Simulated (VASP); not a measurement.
# ScSi3 (Pm-3m) in VASP: a series of runs

ScSi3 is run at these levels: PBE; tasks: relaxation of cell and atoms, single point.

Everything below comes from runs of VASP 6.6.1. Logs are shortened: lines on timing, memory, paths and dates and some standing lists are left out, and cuts for length are marked.

## (1) The cell of the first run

The structure is cubic, space group Pm-3m (No. 221). The conventional cell has a = 3.969 Å, b = 3.969 Å, c = 3.969 Å, α = 90.00°, β = 90.00°, γ = 90.00°. Sc (site symmetry m-3m) has 12 Si at 2.81 Å within 3.7 Å. Within 3.7 Å of Si (site symmetry 4/mmm) lie 4 Sc at 2.81 Å and 8 Si at 2.81 Å.

## (2) Relaxation of cell and atoms, PBE

The input, INCAR:

```
SYSTEM = ScSi3
  PREC = Accurate
  ENCUT = 600
  EDIFF = 1E-6
  ISMEAR = 0
  SIGMA = 0.1
  LREAL = .False.
  LASPH = .True.
  NELM = 60
  ALGO = Normal
  ISIF = 3
  LWAVE = .False.
  LCHARG = .False.
  GGA = PE
  IBRION = 2
  NSW = 100
  EDIFFG = -0.01
```

The input, KPOINTS:

```
regular mesh
0
Gamma
  12 12 12
  0 0 0
```

The input, POSCAR:

```
ScSi3
1.0
    3.9691219772      0.0000000000      0.0000000000
    0.0000000000      3.9691219772      0.0000000000
    0.0000000000      0.0000000000      3.9691219772
Sc Si
1 3
Direct
    0.0000000000      0.0000000000      0.0000000000
    0.0000000000      0.5000000000      0.5000000000
    0.5000000000      0.0000000000      0.5000000000
    0.5000000000      0.5000000000      0.0000000000
```

Potentials or basis: VASP PAW PBE potentials, release 64 (Sc_sv, Si).

Launch:

```sh
> cat potpaw_PBE.64/Sc_sv/POTCAR potpaw_PBE.64/Si/POTCAR > POTCAR
> mpirun -np 1 vasp_std > vasp.out
```

OUTCAR:

```text
SYSTEM = ScSi3
   PREC = Accurate
   ENCUT = 600
   EDIFF = 1E-6
   ISMEAR = 0
   LREAL = .False.
   LASPH = .True.
   NELM = 60
   ISIF = 3
   GGA = PE
   IBRION = 2
   NSW = 100
   EDIFFG = -0.01

 ion  position               nearest neighbor table
   1  0.000  0.000  0.000-   2 2.81   3 2.81   4 2.81   2 2.81   3 2.81   2 2.81   4 2.81   2 2.81
                             3 2.81   4 2.81   3 2.81   4 2.81
   2  0.000  0.500  0.500-   1 2.81   3 2.81   4 2.81   1 2.81   4 2.81   1 2.81   3 2.81   1 2.81
                             3 2.81   4 2.81   4 2.81   3 2.81
   3  0.500  0.000  0.500-   1 2.81   2 2.81   4 2.81   1 2.81   4 2.81   2 2.81   4 2.81   4 2.81
                             1 2.81   2 2.81   1 2.81   2 2.81
   4  0.500  0.500  0.000-   1 2.81   2 2.81   3 2.81   2 2.81   3 2.81   1 2.81   3 2.81   3 2.81
                             1 2.81   2 2.81   2 2.81   1 2.81

  LATTYP: Found a simple cubic cell.
 ALAT       =     3.9691219772

  Lattice vectors:

 A1 = (   3.9691219772,   0.0000000000,   0.0000000000)
 A2 = (   0.0000000000,   3.9691219772,   0.0000000000)
 A3 = (   0.0000000000,   0.0000000000,   3.9691219772)

Analysis of symmetry for initial positions (statically):
=====================================================================
 Subroutine PRICEL returns:
 Original cell was already a primitive cell.

 Routine SETGRP: Setting up the symmetry group for a
 simple cubic supercell.

 Subroutine GETGRP returns: Found 48 space group operations
 (whereof 48 operations were pure point group operations)
 out of a pool of 48 trial point group operations.

The static configuration has the point symmetry O_h .

Analysis of symmetry for dynamics (positions and initial velocities):
=====================================================================
 Subroutine PRICEL returns:
 Original cell was already a primitive cell.

 Routine SETGRP: Setting up the symmetry group for a
 simple cubic supercell.

 Subroutine GETGRP returns: Found 48 space group operations
 (whereof 48 operations were pure point group operations)
 out of a pool of 48 trial point group operations.

The dynamic configuration has the point symmetry O_h .

 Subroutine INISYM returns: Found 48 space group operations
 (whereof 48 operations are pure point group operations),
 and found     1 'primitive' translations

----------------------------------------------------------------------------------------

                                     Primitive cell

  volume of cell :      62.5293

  direct lattice vectors                    reciprocal lattice vectors
     3.969121977  0.000000000  0.000000000     0.251944890  0.000000000  0.000000000
     0.000000000  3.969121977  0.000000000     0.000000000  0.251944890  0.000000000
     0.000000000  0.000000000  3.969121977     0.000000000  0.000000000  0.251944890

  length of vectors
     3.969121977  3.969121977  3.969121977     0.251944890  0.251944890  0.251944890

  position of ions in fractional coordinates (direct lattice)
     0.000000000  0.000000000  0.000000000
     0.000000000  0.500000000  0.500000000
     0.500000000  0.000000000  0.500000000
     0.500000000  0.500000000  0.000000000

  ion indices of the primitive-cell ions
   primitive index   ion index
                 1           1
                 2           2
                 3           3
                 4           4

----------------------------------------------------------------------------------------

 KPOINTS: regular mesh

Automatic generation of k-mesh.
[... 78 lines left out ...]
   NUPDOWN=      -1.0000    fix difference up-down
   EMIN   =  10.00;   EMAX   =-10.00  energy-range for DOS
   EFERMI =   0.00;   METHOD = LEGACY
   ISMEAR =     0;   SIGMA  =   0.10  broadening in eV -4-tet -1-fermi 0-gaus
   EFERMI_NEDOS =   21; number of points for ismear=-14 and -15
   IALGO  =     38    algorithm
   IMIX   =      4    mixing-type and parameters
     AMIX     =   0.40;   BMIX     =  1.00
     AMIX_MAG =   1.60;   BMIX_MAG =  1.00
  volume/ion in A,a.u.               =      15.63       105.49
  Fermi-wavevector in a.u.,A,eV,Ry     =   1.172977  2.216606 18.719931  1.375876
  Thomas-Fermi vector in A             =   2.309398
   LORBIT       =      0    0 simple, 1 ext, 2 COOP (PROOUT), +10 PAW based schemes
   GGA     = PE    functional components
   LHFCALC =     F    Hartree Fock is set to
   AEXX    =    0.0000 exact exchange contribution
   IVDW    =     0    specifies the selected vdW correction
   LEPSILON=     F    determine dielectric tensor
   LRPA    =     F    only Hartree local field effects (RPA)
 conjugate gradient relaxation of ions
 non-spin polarized calculation
 Gauss-broadening in eV      SIGMA  =   0.10
  energy-cutoff  :      600.00
  volume of cell :       62.53
 maximum number of plane-waves:      2176
 NGX is ok and might be reduce to    32

--------------------------------------- Ionic step        1  -------------------------------------------

 number of electron      23.0000000 magnetization

 Free energy of the ion-electron system (eV)
  ---------------------------------------------------
  ext. energy  EPLUGINS =         0.00000000
  ---------------------------------------------------
  free energy    TOTEN  =       -23.31942446 eV

  energy without entropy =      -23.31166678  energy(sigma->0) =      -23.31554562

------------------------ aborting loop because EDIFF is reached ----------------------------------------

  FORCE on cell =-STRESS in cart. coord.  units (eV):
  Direction    XX          YY          ZZ          XY          YZ          ZX
  --------------------------------------------------------------------------------------
  -------------------------------------------------------------------------------------
  Total        0.0630753      0.0630753      0.0630753      0.0000000      0.0000000     -0.0000000
  in kB        1.6161692      1.6161692      1.6161692      0.0000000      0.0000000     -0.0000000
  external PRESSURE =       1.6161692 kB  Pullay stress =       0.0000000 kB

 VOLUME and BASIS-vectors are now :
 -----------------------------------------------------------------------------
  energy-cutoff  :      600.00
  volume of cell :       62.53
      direct lattice vectors                 reciprocal lattice vectors
     3.969121977  0.000000000  0.000000000     0.251944890  0.000000000  0.000000000
     0.000000000  3.969121977  0.000000000     0.000000000  0.251944890  0.000000000
     0.000000000  0.000000000  3.969121977     0.000000000  0.000000000  0.251944890

 POSITION                                       TOTAL-FORCE (eV/Angst)
 -----------------------------------------------------------------------------------
      0.00000      0.00000      0.00000         0.000000      0.000000      0.000000
      0.00000      1.98456      1.98456         0.000000      0.000000      0.000000
      1.98456      0.00000      1.98456         0.000000      0.000000      0.000000
      1.98456      1.98456      0.00000         0.000000      0.000000      0.000000
 -----------------------------------------------------------------------------------
    total drift:                               -0.000000      0.000000     -0.000000

  FREE ENERGIE OF THE ION-ELECTRON SYSTEM (eV)
  ---------------------------------------------------
  free  energy   TOTEN  =       -23.3194244611 eV

  energy  without entropy=      -23.3116667826  energy(sigma->0) =      -23.31554562

--------------------------------------- Ionic step        2  -------------------------------------------

 number of electron      23.0000000 magnetization

 Free energy of the ion-electron system (eV)
  ---------------------------------------------------
  ext. energy  EPLUGINS =         0.00000000
  ---------------------------------------------------
  free energy    TOTEN  =       -23.31946549 eV

  energy without entropy =      -23.31169069  energy(sigma->0) =      -23.31557809

 E-fermi :   8.8163     XC(G=0): -11.1113

 val. band max:        8.7995274432   @ k =   0.5000   0.0000   0.0000
 cond. band min:       8.8168524375   @ k =   0.2500   0.2500   0.1667
 fundamental gap:      0.0173249943
 Fermi energy:         8.8162583887

 k-point     1 :       0.0000    0.0000    0.0000
  band No.  band energies     occupation
      1     -40.6169      2.00000
      2     -19.3164      2.00000
      3     -19.3164      2.00000
      4     -19.3164      2.00000
      5      -4.0449      2.00000
      6       3.5930      2.00000
      7       3.5930      2.00000
      8       4.8411      2.00000
      9       4.8411      2.00000
     10       4.8411      2.00000
     11       9.4659      0.00000
     12       9.5476      0.00000
     13       9.5476      0.00000
     14       9.5476      0.00000
[... 401 lines left out ...]
      2     -19.3566      2.00000
      3     -19.3468      2.00000
      4     -19.3090      2.00000
      5      -1.6730      2.00000
      6       0.1663      2.00000
      7       1.2789      2.00000
      8       3.8591      2.00000
      9       5.9519      2.00000
     10       6.9737      2.00000
     11       7.5841      2.00000
     12       9.1181      0.00002
     13       9.2114      0.00000
     14       9.8473      0.00000
     15      10.5956      0.00000

 [... further k-points ...]
[... 5 lines left out ...]
  --------------------------------------------------------------------------------------
  -------------------------------------------------------------------------------------
  Total       -0.0238219     -0.0238219     -0.0238219      0.0000000      0.0000000     -0.0000000
  in kB       -0.6089950     -0.6089950     -0.6089950      0.0000000      0.0000000     -0.0000000
  external PRESSURE =      -0.6089950 kB  Pullay stress =       0.0000000 kB

 VOLUME and BASIS-vectors are now :
 -----------------------------------------------------------------------------
  energy-cutoff  :      600.00
  volume of cell :       62.67
      direct lattice vectors                 reciprocal lattice vectors
     3.972141409  0.000000000 -0.000000000     0.251753374 -0.000000000  0.000000000
     0.000000000  3.972141409  0.000000000    -0.000000000  0.251753374 -0.000000000
    -0.000000000  0.000000000  3.972141409     0.000000000 -0.000000000  0.251753374

 POSITION                                       TOTAL-FORCE (eV/Angst)
 -----------------------------------------------------------------------------------
      0.00000      0.00000      0.00000        -0.000000      0.000000      0.000000
     -0.00000      1.98607      1.98607         0.000000     -0.000000      0.000000
      1.98607      0.00000      1.98607         0.000000     -0.000000      0.000000
      1.98607      1.98607      0.00000        -0.000000      0.000000      0.000000
 -----------------------------------------------------------------------------------
    total drift:                               -0.000000      0.000000     -0.000000

  FREE ENERGIE OF THE ION-ELECTRON SYSTEM (eV)
  ---------------------------------------------------
  free  energy   TOTEN  =       -23.3194654920 eV

  energy  without entropy=      -23.3116906942  energy(sigma->0) =      -23.31557809

 reached required accuracy - stopping structural energy minimisation
```

It took 2.4 min on 1 thread of Intel Xeon 8259CL, shared host; peak memory 0.25 GiB.

Results:

- Free energy: -23.3195 eV
- Relaxed volume: 15.67 Å³/atom
- Relaxed cell: a = 3.972 Å, b = 3.972 Å, c = 3.972 Å, α = 90.00°, β = 90.00°, γ = 90.00°
- Space group after relaxing (to 0.1 Å): Pm-3m (No. 221)
- Energy gained by relaxing: 0.0 meV/atom
- Ionic steps: 2
- Pressure after relaxing: -0.1 GPa
- Band gap on the k mesh: zero (an odd number of electrons rules out a gap without spin polarisation)

Final structure:
```xyz
4
Lattice="3.9721 0.0000 0.0000 0.0000 3.9721 0.0000 0.0000 0.0000 3.9721" Properties=species:S:1:pos:R:3 pbc="T T T"
Sc    0.0000    0.0000    0.0000
Si    0.0000    1.9861    1.9861
Si    1.9861    0.0000    1.9861
Si    1.9861    1.9861    0.0000
```

## (3) Single point, PBE

The input, INCAR:

```
PREC = Accurate ; ENCUT = 500
EDIFF = 1E-6 ; ISMEAR = 0
SIGMA = 0.1 ; LREAL = False
LASPH = True ; NELM = 120
ALGO = Normal ; ISIF = 2
LWAVE = False ; LCHARG = False
GGA = PE ; NBANDS = 20
GGA_COMPAT = False
```

The input, KPOINTS:

```
Automatic mesh
0
Gamma
  4 4 4
```

POSCAR is that of step 2.

Potentials or basis: VASP PAW PBE potentials, release 64 (Sc_sv, Si).

Launch:

```sh
> cat potpaw_PBE.64/Sc_sv/POTCAR potpaw_PBE.64/Si/POTCAR > POTCAR
> mpirun -np 1 vasp_std > vasp.out
```

Wall time 18 s (1 thread of Intel Xeon 8259CL, shared host); peak memory 0.17 GiB.

The run converged. Its results:

| Item | Value |
| --- | --- |
| Free energy | -23.4020 eV |
| Pressure | -0.2 GPa |
| Band gap on the k mesh | zero (an odd number of electrons rules out a gap without spin polarisation) |

Levels at points of the mesh, in eV from the Fermi level:
| k point | band 7 | band 8 | band 9 | band 10 | band 11 | band 12 | band 13 | band 14 | band 15 | band 16 |
| --- | --- | --- | --- | --- | --- | --- | --- | --- | --- | --- |
| (0.00, 0.00, 0.00) | -5.05 | -3.81 | -3.81 | -3.81 | 0.81 | 0.92 | 0.92 | 0.92 | 2.81 | 2.81 |
| (0.50, 0.00, 0.00) | -3.46 | -3.46 | -3.11 | -2.65 | -0.69 | -0.69 | 0.15 | 1.30 | 1.34 | 3.01 |
| (0.50, 0.50, 0.00) | -8.33 | -5.90 | -1.93 | -1.93 | -0.70 | -0.41 | 1.25 | 1.25 | 1.89 | 2.16 |
| (0.50, 0.50, 0.50) | -7.70 | -6.50 | -4.65 | -4.65 | -4.65 | 0.80 | 2.45 | 2.45 | 3.51 | 3.51 |

Caveat: the k points lie up to 0.40 Å⁻¹ apart, too coarse for converged energies and pressures of a metal.

## (4) Single point, PBE

This run uses another cell than the first one: it holds 8 atoms, not 4.

The input, INCAR:

```
SYSTEM = ScSi3
PREC = Accurate ; ENCUT = 500
EDIFF = 1E-6 ; ISMEAR = 0
SIGMA = 0.1 ; LREAL = .False.
LASPH = .True. ; NELM = 120
ALGO = Normal ; ISIF = 2
LWAVE = .False. ; LCHARG = .True.
GGA = PE ; LELF = .True.
LVHAR = .True. ; NBANDS = 33
GGA_COMPAT = .False.
```

The input, KPOINTS:

```
Automatic mesh
0
Gamma
  6 6 4
  0 0 0
```

The input, POSCAR:

```
ScSi3
1.0
    0.0000000000      3.9691219772      0.0000000000
    0.0000000000      0.0000000000      3.9691219772
    7.9382439544      0.0000000000      0.0000000000
Sc Si
2 6
Direct
    0.0000000000      0.0000000000      0.0000000000
    0.0000000000      0.0000000000      0.5000000000
    0.5000000000      0.5000000000      0.0000000000
    0.5000000000      0.5000000000      0.5000000000
    0.0000000000      0.5000000000      0.2500000000
    0.0000000000      0.5000000000      0.7500000000
    0.5000000000      0.0000000000      0.2500000000
    0.5000000000      0.0000000000      0.7500000000
```

Launch:

```sh
> cat potpaw_PBE.64/Sc_sv/POTCAR potpaw_PBE.64/Si/POTCAR > POTCAR
> mpirun -np 1 vasp_std > vasp.out
```

Wall time 3.6 min (1 thread of Intel Xeon 8259CL, shared host); peak memory 0.26 GiB.

The run converged, but its numbers aren't listed here, since they failed a check.
